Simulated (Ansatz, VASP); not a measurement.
CoSn3 in VASP and in Ansatz

Contents of POSCAR:

```
CoSn3
1.0
    4.4935678877      0.0000000000      0.0000000000
    0.0000000000      4.4935678877      0.0000000000
    0.0000000000      0.0000000000      4.4935678877
Sn Co
3 1
Direct
    0.0000000000      0.5000000000      0.5000000000
    0.5000000000      0.0000000000      0.5000000000
    0.5000000000      0.5000000000      0.0000000000
    0.0000000000      0.0000000000      0.0000000000
```

File INCAR.step1:

```
PREC     = Accurate       # precision mode
ENCUT    = 520            # plane-wave cutoff, eV
ISMEAR   = 0              # smearing method
SIGMA    = 0.1            # smearing width, eV
LREAL    = False          # projectors in reciprocal space
LASPH    = True           # aspherical terms in the spheres
NELM     = 150            # most SCF steps
ISPIN    = 2              # spin polarisation
MAGMOM   = 0 0 0 3.5      # initial moments
LMAXMIX  = 4              # l up to which the mixer works
NBANDS   = 38             # bands
GGA      = PE             # functional
ALGO     = Normal         # electronic algorithm
EDIFF    = 1E-4           # SCF threshold, eV
LWAVE    = True           # write WAVECAR
LCHARG   = False          # write CHGCAR
```

The input INCAR.step2:

```
PREC     = Accurate       # precision mode
ENCUT    = 520            # plane-wave cutoff, eV
EDIFF    = 1E-7           # SCF threshold, eV
ISMEAR   = 0              # smearing method
SIGMA    = 0.1            # smearing width, eV
LREAL    = False          # projectors in reciprocal space
LASPH    = True           # aspherical terms in the spheres
NELM     = 150            # most SCF steps
ALGO     = Normal         # electronic algorithm
ISIF     = 2              # what is computed and relaxed
LWAVE    = False          # write WAVECAR
LCHARG   = False          # write CHGCAR
ISPIN    = 2              # spin polarisation
MAGMOM   = 0 0 0 3.5      # initial moments
LORBIT   = 11             # projections on sites
LMAXMIX  = 4              # l up to which the mixer works
METAGGA  = R2SCAN         # meta-GGA
LMIXTAU  = True         
NBANDS   = 38             # bands
ISTART   = 1
```

File KPOINTS:

```
regular mesh
0
Gamma
  10 10 10
```

Input for Ansatz:

```yaml
crystal:
  lattice:
    - [4.4935678877, 0.0, 0.0]
    - [0.0, 4.4935678877, 0.0]
    - [0.0, 0.0, 4.4935678877]
  atoms:
    - { symbol: Sn, position: [0.0, 0.5, 0.5] }
    - { symbol: Sn, position: [0.5, 0.0, 0.5] }
    - { symbol: Sn, position: [0.5, 0.5, 0.0] }
    - { symbol: Co, position: [0.0, 0.0, 0.0], spin: 3.5 }
basis:
  ecutwfc: 500
kpoints:
  mp_grid: { grid: [10, 10, 10] }
hamiltonian:
  xc: r2scan
scf:
  occupations: { method: gaussian, width: 0.1 }
  lower_state_search: "off"
output:
  forces: true
  stress: true
  eigenvalues: true
  populations: true
magnetization:
  spin_polarized: true
```

Alike in both runs: task single point; functional r2SCAN; k mesh 10 × 10 × 10; occupations gaussian, width 0.1 eV; collinear spin.

```csv
,VASP,Ansatz
version,VASP 6.6.1,Ansatz 0.2.0
potentials or method,"VASP PAW PBE potentials, release 64 (Sn_d, Co), cutoff 520 eV","scalar-relativistic, plane waves, PAW"
valence electrons in the cell,51,59
```

|  | VASP | Ansatz | Ansatz less VASP |
| --- | --- | --- | --- |
| gap on the k mesh at the Fermi level (eV) | none | none | - |
| pressure (GPa) | -0.1 | 0.0 | +0.03 |
| net moment per atom (μB) | 0.48 | 0.48 | +0.007 |
| size of the moment on the site where the two differ most (μB) | 2.00 | 2.05 | +0.046 |

VASP's potentials were made for PBE, not for r2SCAN. Site moments also hang on the region over which each program counts them. A gap of «none» marks a metal or a gap that the smearing closes. VASP's potentials hold 51 valence electrons a cell and Ansatz's 59, so a difference there can come from the potentials and not from the codes. Ansatz's warnings: stability check not made.
